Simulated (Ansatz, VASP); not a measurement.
## Cd3W in VASP and in Ansatz

Contents of INCAR:

```
SYSTEM = Cd3W
PREC = Accurate
ENCUT = 630
EDIFF = 1E-7
ISMEAR = 0
SIGMA = 0.1
LREAL = .FALSE.
LASPH = .TRUE.
NELM = 120
ALGO = Normal
ISIF = 3
LWAVE = .FALSE.
LCHARG = .FALSE.
GGA = PE
IBRION = 2
NSW = 90
EDIFFG = -0.04
GGA_COMPAT = .FALSE.
NELMIN = 4
```

File KPOINTS:

```
Automatic mesh
0
G
  6 6 6
  0 0 0
```

The input POSCAR:

```
Cd3W
1.0
   -2.1432089856      2.1432089856      4.7874278639
    2.1432089856     -2.1432089856      4.7874278639
    2.1432089856      2.1432089856     -4.7874278639
Cd W
3 1
Direct
    0.5000000000      0.5000000000      0.0000000000
    0.2500000000      0.7500000000      0.5000000000
    0.7500000000      0.2500000000      0.5000000000
    0.0000000000      0.0000000000      0.0000000000
```

Input for Ansatz:

```yaml
crystal:
  lattice:
    - [-2.1432089856, 2.1432089856, 4.7874278639]
    - [2.1432089856, -2.1432089856, 4.7874278639]
    - [2.1432089856, 2.1432089856, -4.7874278639]
  atoms:
    - { symbol: Cd, position: [0.5, 0.5, 0.0] }
    - { symbol: Cd, position: [0.25, 0.75, 0.5] }
    - { symbol: Cd, position: [0.75, 0.25, 0.5] }
    - { symbol: W, position: [0.0, 0.0, 0.0] }
basis:
  ecutwfc: 420
kpoints:
  mp_grid: { grid: [6, 6, 6] }
hamiltonian:
  xc: pbe
scf:
  occupations: { method: gaussian, width: 0.1 }
  lower_state_search: "off"
output:
  forces: true
  stress: true
  eigenvalues: true
relax:
  adjacent_minimum: "off"
  f_tol: 0.04
  max_steps: 70
  cell: { stress_tol: 0.4 }
```

Alike in both runs: task relaxation of cell and atoms; functional PBE; k mesh 6 × 6 × 6; occupations gaussian, width 0.1 eV; no spin polarisation.

```csv
,VASP,Ansatz
version,VASP 6.6.1,Ansatz 0.2.0
potentials or method,"VASP PAW PBE potentials, release 64 (Cd_sv_GW, W_sv), cutoff 630 eV","scalar-relativistic, plane waves, PAW"
valence electrons in the cell,74,74
```

|  | VASP | Ansatz | Ansatz less VASP |
| --- | --- | --- | --- |
| gap on the k mesh at the Fermi level, each at its own relaxed structure (eV) | none | none | - |
| relaxed volume (Å³/atom) | 19.54 | 19.53 | -0.003 |
| relaxed length of the cell vector where the two differ most in proportion (Å) | 5.435 | 5.438 | +0.0027 |

A gap of «none» marks a metal or a gap that the smearing closes.

Spin-orbit coupling is off throughout.
